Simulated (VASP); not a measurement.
Wanted: the native input for a VASP 6.6.1 run.

* Task: single point
* Functional: PBE
* Potentials or basis: VASP PAW PBE potentials, release 64 (Si, O)
* Cutoff: 520 eV
* k mesh: 5 × 5 × 5
* Occupations: fermi-dirac, width 0.05 eV
* Spin: no spin polarisation
* Dipole correction: no
* Further INCAR settings: ALGO = Normal; EDIFF = 1e-07; NBANDS = 44

The structure of SiO2 lies in POSCAR:

```
SiO2
1.0
    0.0000000000      4.7162571100      7.3627753715
    2.3595806657      0.0000000000      7.3627753715
    2.3595806657      4.7162571100      0.0000000000
Si O
4 8
Direct
    0.9367689200      0.9367689200      0.5632310800
    0.6867689200      0.6867689200      0.3132310800
    0.3132310800      0.3132310800      0.6867689200
    0.5632310800      0.5632310800      0.9367689200
    0.0634396000      0.4365604000      0.0634396000
    0.4365604000      0.0634396000      0.4365604000
    0.8134396000      0.1865604000      0.8134396000
    0.1865604000      0.8134396000      0.1865604000
    0.1250000000      0.6250000000      0.6250000000
    0.6250000000      0.6250000000      0.6250000000
    0.6250000000      0.6250000000      0.1250000000
    0.6250000000      0.1250000000      0.6250000000
```

The input as run:

INCAR

```
ALGO     = Normal         # electronic algorithm
EDIFF    = 1E-7           # SCF threshold, eV
ENCUT    = 520            # plane-wave cutoff, eV
GGA      = PE             # functional
ISIF     = 2              # what is computed and relaxed
ISMEAR   = -1             # smearing method
LASPH    = T              # aspherical terms in the spheres
LCHARG   = F              # write CHGCAR
LREAL    = F              # projectors in reciprocal space
LWAVE    = F              # write WAVECAR
NBANDS   = 44             # bands
NELM     = 80             # most SCF steps
PREC     = Accurate       # precision mode
SIGMA    = 0.05           # smearing width, eV
```

KPOINTS

```
k-points
0
Gamma
  5 5 5
```

Potentials or basis: VASP PAW PBE potentials, release 64 (Si, O).

The run is started by

```console
$ cat potpaw_PBE.64/Si/POTCAR potpaw_PBE.64/O/POTCAR > POTCAR
$ mpirun -np 1 vasp_std > vasp.out
```

Results of the run:

```
Pressure               : 5.1 GPa
Largest force          : 0.367 eV/Å
Band gap on the k mesh : 5.78 eV, direct
```

Run time: 9.9 min on 1 thread of Intel Xeon 8259CL, on a shared host, peak memory 0.47 GiB.
